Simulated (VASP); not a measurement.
# Tl (I4/mmm) in VASP: single point with PBEsol

Aim: the single point of Tl with PBEsol.

All numbers are computed with VASP 6.6.1; they aren't measurements. Logs are shortened: lines on timing, memory, paths and dates and some standing lists are left out, and cuts for length are marked.

## 1. The cell of the first run

It takes space group I4/mmm (No. 139, tetragonal). Conventional cell: a = 3.263 Å, b = 3.263 Å, c = 4.965 Å, α = 90.00°, β = 90.00°, γ = 90.00°. Within 4.3 Å of Tl (site symmetry 4/mmm) lie 12 Tl at 3.26 to 3.39 Å.

## 2. Single point, PBEsol (In replaced by Tl, lengths x 1.013, strained)

Contents of INCAR:

```
SYSTEM = Tl
PREC = Accurate ; ENCUT = 500
EDIFF = 1E-6 ; ISMEAR = 0
SIGMA = 0.1 ; LREAL = .FALSE.
LASPH = .TRUE. ; NELM = 120
ALGO = Normal ; ISIF = 2
LWAVE = .FALSE. ; LCHARG = .TRUE.
GGA = PS ; LELF = .TRUE.
LVHAR = .TRUE. ; NBANDS = 12
GGA_COMPAT = .FALSE.
```

Contents of KPOINTS:

```
Automatic mesh
0
G
  8 8 8
  0 0 0
```

Contents of POSCAR:

```
Tl
1.0
   -1.6316952860      1.6316952860      2.4823863437
    1.6316952860     -1.6316952860      2.4823863437
    1.6316952860      1.6316952860     -2.4823863437
Tl
1
Direct
    0.0000000000      0.0000000000      0.0000000000
```

Potentials or basis: VASP PAW PBE potentials, release 64 (Tl_d).

The run is started by

```sh
$ cat potpaw_PBE.64/Tl_d/POTCAR > POTCAR
$ mpirun -np 1 vasp_std > vasp.out
```

OUTCAR:

```text
SYSTEM = Tl
   PREC = Accurate
   ENCUT = 500
   EDIFF = 1E-6
   ISMEAR = 0
   LREAL = .FALSE.
   LASPH = .TRUE.
   NELM = 120
   ISIF = 2
   GGA = PS

 ion  position               nearest neighbor table
   1  0.000  0.000  0.000-

  LATTYP: Found a body centered tetragonal cell.
 ALAT       =     3.2633905720
 C/A-ratio  =     1.5213541186

  Lattice vectors:

 A1 = (  -1.6316952860,   1.6316952860,   2.4823863437)
 A2 = (   1.6316952860,  -1.6316952860,   2.4823863437)
 A3 = (   1.6316952860,   1.6316952860,  -2.4823863437)

Analysis of symmetry for initial positions (statically):
=====================================================================
 Subroutine PRICEL returns:
 Original cell was already a primitive cell.

 Routine SETGRP: Setting up the symmetry group for a
 body centered tetragonal supercell.

 Subroutine GETGRP returns: Found 16 space group operations
 (whereof 16 operations were pure point group operations)
 out of a pool of 16 trial point group operations.

The static configuration has the point symmetry D_4h.

Analysis of symmetry for dynamics (positions and initial velocities):
=====================================================================
 Subroutine PRICEL returns:
 Original cell was already a primitive cell.

 Routine SETGRP: Setting up the symmetry group for a
 body centered tetragonal supercell.

 Subroutine GETGRP returns: Found 16 space group operations
 (whereof 16 operations were pure point group operations)
 out of a pool of 16 trial point group operations.

The dynamic configuration has the point symmetry D_4h.

 Subroutine INISYM returns: Found 16 space group operations
 (whereof 16 operations are pure point group operations),
 and found     1 'primitive' translations

----------------------------------------------------------------------------------------

                                     Primitive cell

  volume of cell :      26.4367

  direct lattice vectors                    reciprocal lattice vectors
    -1.631695286  1.631695286  2.482386344     0.000000000  0.306429763  0.201419091
     1.631695286 -1.631695286  2.482386344     0.306429763  0.000000000  0.201419091
     1.631695286  1.631695286 -2.482386344     0.306429763  0.306429763  0.000000000

  length of vectors
     3.389262600  3.389262600  3.389262600     0.366699945  0.366699945  0.433357127

  position of ions in fractional coordinates (direct lattice)
     0.000000000  0.000000000  0.000000000

  ion indices of the primitive-cell ions
   primitive index   ion index
[... 82 lines left out ...]
   TEBEG  =    0.0;   TEEND  =   0.0 temperature during run
   PSTRESS=    0.0 pullay stress
   NELECT =      13.0000    total number of electrons
   NUPDOWN=      -1.0000    fix difference up-down
   EMIN   =  10.00;   EMAX   =-10.00  energy-range for DOS
   EFERMI =   0.00;   METHOD = LEGACY
   ISMEAR =     0;   SIGMA  =   0.10  broadening in eV -4-tet -1-fermi 0-gaus
   EFERMI_NEDOS =   21; number of points for ismear=-14 and -15
   IALGO  =     38    algorithm
   IMIX   =      4    mixing-type and parameters
     AMIX     =   0.40;   BMIX     =  1.00
     AMIX_MAG =   1.60;   BMIX_MAG =  1.00
  volume/ion in A,a.u.               =      26.44       178.40
  Fermi-wavevector in a.u.,A,eV,Ry     =   1.292171  2.441850 22.717742  1.669707
  Thomas-Fermi vector in A             =   2.423896
   LORBIT       =      0    0 simple, 1 ext, 2 COOP (PROOUT), +10 PAW based schemes
   GGA     = PS    functional components
   LHFCALC =     F    Hartree Fock is set to
   AEXX    =    0.0000 exact exchange contribution
   IVDW    =     0    specifies the selected vdW correction
   LEPSILON=     F    determine dielectric tensor
   LRPA    =     F    only Hartree local field effects (RPA)
 non-spin polarized calculation
 Gauss-broadening in eV      SIGMA  =   0.10
  energy-cutoff  :      500.00
  volume of cell :       26.44
 maximum number of plane-waves:       682
 NGX is ok and might be reduce to    28
   NGX = 13   NGY = 13   NGZ = 13

 number of electron      12.9999999 magnetization

 Free energy of the ion-electron system (eV)
  ---------------------------------------------------
  ext. energy  EPLUGINS =         0.00000000
  ---------------------------------------------------
  free energy    TOTEN  =        -2.60989531 eV

  energy without entropy =       -2.60931117  energy(sigma->0) =       -2.60960324

 E-fermi :   7.1943     XC(G=0): -10.7641

 val. band max:        7.0446457384   @ k =  -0.2500   0.3750   0.1250
 cond. band min:       7.2275513831   @ k =   0.5000   0.5000   0.2500
 fundamental gap:      0.1829056447
 Fermi energy:         7.1942829136

 k-point     1 :       0.0000    0.0000    0.0000
  band No.  band energies     occupation
      1      -4.5454      2.00000
      2      -4.3517      2.00000
      3      -4.3517      2.00000
      4      -4.1797      2.00000
      5      -3.9845      2.00000
      6      -3.3866      2.00000
      7      18.1645      0.00000
      8      18.1645      0.00000
      9      18.3344      0.00000
     10      18.3586      0.00000
     11      22.2983      0.00000
     12      22.5419      0.00000
[... 331 lines left out ...]
 k-point    24 :       0.3750    0.1250    0.1250
  band No.  band energies     occupation
      1      -4.5303      2.00000
      2      -4.4444      2.00000
      3      -4.1722      2.00000
      4      -4.1001      2.00000
      5      -3.7581      2.00000
      6       2.6465      2.00000
      7       5.2277      2.00000
      8      11.6264      0.00000
      9      13.1556      0.00000
     10      17.3844      0.00000
     11      20.1969      0.00000
     12      24.5867      0.00000

 [... further k-points ...]

------------------------ aborting loop because EDIFF is reached ----------------------------------------

  FORCE on cell =-STRESS in cart. coord.  units (eV):
  Direction    XX          YY          ZZ          XY          YZ          ZX
  --------------------------------------------------------------------------------------
  -------------------------------------------------------------------------------------
  Total        0.4654482      0.4654482      0.6308579      0.0000000      0.0000000      0.0000000
  in kB       28.2081426     28.2081426     38.2326716      0.0000000      0.0000000      0.0000000
  external PRESSURE =      31.5496523 kB  Pullay stress =       0.0000000 kB

 VOLUME and BASIS-vectors are now :
 -----------------------------------------------------------------------------
  energy-cutoff  :      500.00
  volume of cell :       26.44
      direct lattice vectors                 reciprocal lattice vectors
    -1.631695286  1.631695286  2.482386344     0.000000000  0.306429763  0.201419091
     1.631695286 -1.631695286  2.482386344     0.306429763  0.000000000  0.201419091
     1.631695286  1.631695286 -2.482386344     0.306429763  0.306429763  0.000000000

 POSITION                                       TOTAL-FORCE (eV/Angst)
 -----------------------------------------------------------------------------------
      0.00000      0.00000      0.00000         0.000000      0.000000      0.000000
 -----------------------------------------------------------------------------------
    total drift:                               -0.000000     -0.000000     -0.000000

  FREE ENERGIE OF THE ION-ELECTRON SYSTEM (eV)
  ---------------------------------------------------
  free  energy   TOTEN  =        -2.6098953072 eV

  energy  without entropy=       -2.6093111679  energy(sigma->0) =       -2.60960324
```

stdout:

```text
POSCAR found type information on POSCAR Tl
 POSCAR found :  1 types and       1 ions
 scaLAPACK will be used
 -----------------------------------------------------------------------------
|                                                                             |
|                                                                             |
|     You enforced a specific xc type in the INCAR file but a different       |
|     I HOPE YOU KNOW WHAT YOU ARE DOING!                                     |
|                                                                             |
 -----------------------------------------------------------------------------

 LDA part: xc-table for (Slater+PW92), standard interpolation
 POSCAR, INCAR and KPOINTS ok, starting setup
 FFT: planning ... GRIDC
 FFT: planning ... GRID_SOFT
 FFT: planning ... GRID
 WAVECAR not read
 entering main loop
```

Wall time 26 s (1 thread of Intel Xeon 8259CL, shared host); peak memory 0.16 GiB.

What came out:

* Free energy: -2.6099 eV
* Pressure: 3.2 GPa

Levels at points of the mesh, in eV from the Fermi level:
| k point | band 3 | band 4 | band 5 | band 6 | band 7 | band 8 | band 9 | band 10 |
| --- | --- | --- | --- | --- | --- | --- | --- | --- |
| (0.00, 0.00, 0.00) | -11.55 | -11.37 | -11.18 | -10.58 | 10.97 | 10.97 | 11.14 | 11.16 |
| (0.50, 0.00, 0.00) | -11.52 | -11.01 | -10.94 | -5.23 | -3.23 | 7.85 | 9.54 | 10.80 |
| (0.50, 0.50, 0.00) | -11.00 | -10.97 | -10.80 | -2.96 | -1.80 | 3.75 | 4.14 | 7.68 |
| (0.50, 0.50, 0.50) | -10.98 | -10.91 | -10.91 | -4.09 | -2.52 | 4.93 | 4.93 | 8.67 |

Caveat: the cell differs from its parent crystal (In replaced by Tl, lengths x 1.013, strained); the PAW data sets were made with another functional, which shifts forces and pressure a little; spin-orbit coupling is left out, which moves the levels of the heavy elements.
